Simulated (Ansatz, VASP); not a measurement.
# As: VASP beside Ansatz

File INCAR:

```
SYSTEM = As
PREC = Accurate ; ENCUT = 500
EDIFF = 1E-6 ; ISMEAR = -1
SIGMA = 0.1 ; LREAL = .False.
LASPH = .True. ; NELM = 120
ALGO = Normal ; ISIF = 2
LWAVE = .False. ; LCHARG = .False.
GGA = PE ; NBANDS = 18
GGA_COMPAT = .False.
```

The input KPOINTS:

```
regular mesh
0
Gamma
  10 10 8
  0 0 0
```

Contents of POSCAR:

```
As
1.0
    1.8276904515     -5.6291402903      0.0000000000
    1.8276904515      5.6291402903      0.0000000000
    0.0000000000      0.0000000000      4.6060071711
As
4
Direct
    0.1059894032      0.8940105968      0.9312775131
    0.6059894032      0.3940105968      0.5687224869
    0.8940105968      0.1059894032      0.0687224869
    0.3940105968      0.6059894032      0.4312775131
```

Input for Ansatz:

```yaml
crystal:
  lattice:
    - [1.8276904515, -5.6291402903, 0.0]
    - [1.8276904515, 5.6291402903, 0.0]
    - [0.0, 0.0, 4.6060071711]
  atoms:
    - { symbol: As, position: [0.1059894032, 0.8940105968, 0.9312775131] }
    - { symbol: As, position: [0.6059894032, 0.3940105968, 0.5687224869] }
    - { symbol: As, position: [0.8940105968, 0.1059894032, 0.0687224869] }
    - { symbol: As, position: [0.3940105968, 0.6059894032, 0.4312775131] }
hamiltonian:
  xc: pbe
  pseudopotentials:
    kind: paw
    azcp:
      As: "pseudopotentials/As.paw.azcp"
basis:
  ecutwfc: 420
  fft_grid_basis: typed
kpoints:
  mp_grid: { grid: [10, 10, 8], shift: [0, 0, 0] }
magnetization:
  spin_polarized: false
scf:
  occupations: { method: fermi_dirac, width: 0.1 }
  lower_state_search: "off"
output:
  stress: true
```

Alike in both runs: task single point; functional PBE; k mesh 10 × 10 × 8; occupations fermi-dirac, width 0.1 eV; no spin polarisation.

|  | VASP | Ansatz |
| --- | --- | --- |
| version | VASP 6.6.1 | Ansatz 0.2.0 |
| potentials or method | VASP PAW PBE potentials, release 64 (As), cutoff 500 eV | plane waves (420 eV) with PAW, scalar-relativistic |
| valence electrons in the cell | 20 | 60 |

```csv
,VASP,Ansatz,Ansatz less VASP
pressure (GPa),2.9,2.6,-0.33
"traceless stress, the component that is largest in VASP (GPa)",0.17,0.19,+0.015
```

VASP's potentials hold 20 valence electrons a cell and Ansatz's 60, so a difference there can come from the potentials and not from the codes.
